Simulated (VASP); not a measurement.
# FeO (Fm-3m) in VASP: a series of runs, part 2 of 2

VASP 6.6.1. Earlier steps stand in the parts before.

### 3 Single point, PBE+U, collinear spin, ferromagnetic start

Input file INCAR:

```
ALGO = Normal
EDIFF = 1E-6
ENCUT = 600
GGA = PE
GGA_COMPAT = F
ISIF = 2
ISMEAR = 0
ISPIN = 2
LASPH = T
LCHARG = T
LDAU = T
LDAUJ = 0 0
LDAUL = 2 -1
LDAUPRINT = 1
LDAUTYPE = 2
LDAUU = 2 0
LELF = T
LMAXMIX = 4
LORBIT = 11
LREAL = F
LVHAR = T
LWAVE = F
MAGMOM = 4 0
NBANDS = 22
NELM = 200
PREC = Accurate
SIGMA = 0.05
```

Input file KPOINTS:

```
k-points
0
Gamma
  14 14 14
```

Input file POSCAR:

```
FeO
1.0
    0.0000000000      2.1542589956      2.1542589956
    2.1542589956      0.0000000000      2.1542589956
    2.1542589956      2.1542589956      0.0000000000
Fe O
1 1
Direct
    0.0000000000      0.0000000000      0.0000000000
    0.5000000000      0.5000000000      0.5000000000
```

Potentials or basis: VASP PAW PBE potentials, release 64 (Fe_sv, O).

Command:

```bash
cat potpaw_PBE.64/Fe_sv/POTCAR potpaw_PBE.64/O/POTCAR > POTCAR
mpirun -np 1 vasp_std > vasp.out
```

OUTCAR:

```text
EDIFF = 1E-6
   ENCUT = 600
   GGA = PE
   ISIF = 2
   ISMEAR = 0
   ISPIN = 2
   LASPH = T
   LORBIT = 11
   LREAL = F
   NELM = 200
   PREC = Accurate

 ion  position               nearest neighbor table
   1  0.000  0.000  0.000-   2 2.15   2 2.15   2 2.15   2 2.15   2 2.15   2 2.15
   2  0.500  0.500  0.500-   1 2.15   1 2.15   1 2.15   1 2.15   1 2.15   1 2.15

  LATTYP: Found a face centered cubic cell.
 ALAT       =     4.3085179912

  Lattice vectors:

 A1 = (   0.0000000000,   2.1542589956,   2.1542589956)
 A2 = (   2.1542589956,   0.0000000000,   2.1542589956)
 A3 = (   2.1542589956,   2.1542589956,   0.0000000000)

Analysis of symmetry for initial positions (statically):
=====================================================================
 Subroutine PRICEL returns:
 Original cell was already a primitive cell.

 Routine SETGRP: Setting up the symmetry group for a
 face centered cubic supercell.

 Subroutine GETGRP returns: Found 48 space group operations
 (whereof 48 operations were pure point group operations)
 out of a pool of 48 trial point group operations.

The static configuration has the point symmetry O_h .

Analysis of symmetry for dynamics (positions and initial velocities):
=====================================================================
 Subroutine PRICEL returns:
 Original cell was already a primitive cell.

[... 189 lines left out ...]
  o =  0.2730  v =  0.0000  0.0000  0.0000  0.0000  0.0000  1.0000  0.0000  0.0000  0.0000  0.0000      0.0000  0.0000  0.0000  0.0000  0.0000  0.0000  0.0000  0.0000  0.0000  0.0000
  o =  0.8947  v =  0.0000 -0.1736  0.0000 -0.9848  0.0000  0.0000  0.0000  0.0000  0.0000  0.0000      0.0000  0.0000  0.0000  0.0000  0.0000  0.0000  0.0000  0.0000  0.0000  0.0000
  o =  0.8947  v =  0.0000 -0.9848  0.0000  0.1736 -0.0000  0.0000  0.0000  0.0000  0.0000  0.0000      0.0000  0.0000  0.0000  0.0000  0.0000  0.0000  0.0000  0.0000  0.0000  0.0000
  o =  0.8947  v =  1.0000  0.0000  0.0000  0.0000  0.0000  0.0000  0.0000  0.0000  0.0000  0.0000      0.0000  0.0000  0.0000  0.0000  0.0000  0.0000  0.0000  0.0000  0.0000  0.0000
  o =  0.9280  v =  0.0000 -0.0000 -0.0381  0.0000  0.9993  0.0000  0.0000  0.0000  0.0000  0.0000      0.0000  0.0000  0.0000  0.0000  0.0000  0.0000  0.0000  0.0000  0.0000  0.0000
  o =  0.9280  v =  0.0000  0.0000  0.9993  0.0000  0.0381  0.0000  0.0000  0.0000  0.0000  0.0000      0.0000  0.0000  0.0000  0.0000  0.0000  0.0000  0.0000  0.0000  0.0000  0.0000

 number of electron      22.0000013 magnetization       4.0008077

 Free energy of the ion-electron system (eV)
  ---------------------------------------------------
  ext. energy  EPLUGINS =         0.00000000
  ---------------------------------------------------
  free energy    TOTEN  =       -13.83318805 eV

  energy without entropy =      -13.83162256  energy(sigma->0) =      -13.83240531

 E-fermi :  10.1864     XC(G=0): -12.5330

 val. band max:       10.1845084243   @ k =  -0.2857   0.1429   0.0000
 cond. band min:      10.2234797607   @ k =   0.2857   0.0714   0.0000
 fundamental gap:      0.0389713363
 Fermi energy:        10.1864316923

 spin component 1

 k-point     1 :       0.0000    0.0000    0.0000
  band No.  band energies     occupation
      1     -80.2014      1.00000
      2     -46.2210      1.00000
      3     -46.2210      1.00000
      4     -46.2210      1.00000
      5     -10.8486      1.00000
      6       5.1939      1.00000
[... 1193 lines left out ...]
     21      37.2457      0.00000
     22      38.3924      0.00000

 [... further k-points ...]
[... 5 lines left out ...]
  --------------------------------------------------------------------------------------
  -------------------------------------------------------------------------------------
  Total       -0.2285748     -0.2285748     -0.2285748     -0.0000000     -0.0000000     -0.0000000
  in kB      -18.3153500    -18.3153500    -18.3153500     -0.0000000     -0.0000000     -0.0000000
  external PRESSURE =     -18.3153500 kB  Pullay stress =       0.0000000 kB

 VOLUME and BASIS-vectors are now :
 -----------------------------------------------------------------------------
  energy-cutoff  :      600.00
  volume of cell :       20.00
      direct lattice vectors                 reciprocal lattice vectors
     0.000000000  2.154258996  2.154258996    -0.232098369  0.232098369  0.232098369
     2.154258996  0.000000000  2.154258996     0.232098369 -0.232098369  0.232098369
     2.154258996  2.154258996  0.000000000     0.232098369  0.232098369 -0.232098369

 POSITION                                       TOTAL-FORCE (eV/Angst)
 -----------------------------------------------------------------------------------
      0.00000      0.00000      0.00000         0.000000      0.000000     -0.000000
      2.15426      2.15426      2.15426         0.000000     -0.000000      0.000000
 -----------------------------------------------------------------------------------
    total drift:                                0.000000     -0.000000     -0.000000

  FREE ENERGIE OF THE ION-ELECTRON SYSTEM (eV)
  ---------------------------------------------------
  free  energy   TOTEN  =       -13.8331880483 eV

  energy  without entropy=      -13.8316225617  energy(sigma->0) =      -13.83240531

 total charge

# of ion       s       p       d       tot
------------------------------------------
    1        2.104   5.998   5.506  13.609
    2        1.550   3.455   0.000   5.005
--------------------------------------------------
tot          3.655   9.453   5.506  18.614

 magnetization (x)

# of ion       s       p       d       tot
------------------------------------------
    1        0.015   0.011   3.540   3.566
    2        0.028   0.230   0.000   0.257
--------------------------------------------------
tot          0.043   0.240   3.540   3.823
```

OSZICAR:

```text
N       E                     dE             d eps       ncg     rms          rms(c)
DAV:   1     0.310078583900E+03    0.31008E+03   -0.13429E+04  9518   0.148E+03
DAV:   2     0.755340810473E+00   -0.30932E+03   -0.29122E+03  9416   0.468E+02
DAV:   3    -0.158829719560E+02   -0.16638E+02   -0.16521E+02 11090   0.126E+02
DAV:   4    -0.161461323844E+02   -0.26316E+00   -0.26310E+00 10268   0.173E+01
DAV:   5    -0.161527464247E+02   -0.66140E-02   -0.66139E-02 11076   0.282E+00    0.159E+01
DAV:   6    -0.140245984579E+02    0.21281E+01   -0.14949E+01 14564   0.554E+01    0.246E+01
DAV:   7    -0.138579555284E+02    0.16664E+00   -0.18743E+00 12720   0.273E+01    0.115E+01
DAV:   8    -0.138443584394E+02    0.13597E-01   -0.13755E-01 12430   0.409E+00    0.569E+00
DAV:   9    -0.138318423910E+02    0.12516E-01   -0.23776E-02 10188   0.227E+00    0.106E+00
DAV:  10    -0.138328869193E+02   -0.10445E-02   -0.33184E-03 11938   0.573E-01    0.145E-01
DAV:  11    -0.138331236324E+02   -0.23671E-03   -0.14168E-04 11190   0.144E-01    0.797E-02
DAV:  12    -0.138331749606E+02   -0.51328E-04   -0.30944E-05 10840   0.537E-02    0.366E-02
DAV:  13    -0.138331871167E+02   -0.12156E-04   -0.13128E-05 10646   0.303E-02    0.123E-02
DAV:  14    -0.138331880483E+02   -0.93160E-06   -0.86104E-07  9316   0.944E-03
   1 F= -.13833188E+02 E0= -.13832405E+02  d E =-.156549E-02  mag=     4.0007
```

It took 77 s on 1 thread of AMD EPYC 7R43 (Zen 3), shared host; peak memory 0.17 GiB.

Results:

```
Free energy                                           : -13.8332 eV
Pressure                                              : -1.8 GPa
Band gap on the k mesh                                : zero (filled and empty bands overlap)
Net moment                                            : 4.00 μB per cell
Site moments                                          : Fe +3.57; O +0.26 μB
Valence electrons inside the program's atomic spheres : Fe 13.61; O 5.00
```

Eigenvalues of the final occupation matrices:
```tsv
site	spin	trace	eigenvalues
site 1 d	1	4.54	0.89 0.89 0.89 0.93 0.93
site 1 d	2	0.99	0.09 0.09 0.27 0.27 0.27
```

Caveat: a cell with one magnetic atom can't hold antiferromagnetic order, which such compounds often take.

### 4 How close it comes

Step 2. A measured gap of FeO is 2.4 eV (optical; quoted in “W\"ustite: Electric, thermodynamic and optical properties of FeO”, 2012, arxiv:1203.1201); the calculated 0.00 eV misses it by -2.40 eV. So large a miss can be the level of theory's own, or it may mean another phase, state or a wrong row. The value is that of PBE+U on a finite k mesh, which can miss the band edges, without temperature or zero-point motion. The run's magnetic order (collinear spin, ferromagnetic start) needn't be the measured crystal's.

Step 3. A measured gap of FeO is 2.4 eV (optical; quoted in “W\"ustite: Electric, thermodynamic and optical properties of FeO”, 2012, arxiv:1203.1201); the calculated 0.00 eV misses it by -2.40 eV. So large a miss can be the level of theory's own, or it may mean another phase, state or a wrong row. The value is that of PBE+U on a finite k mesh, which can miss the band edges, without temperature or zero-point motion. The run's magnetic order (collinear spin, ferromagnetic start) needn't be the measured crystal's.
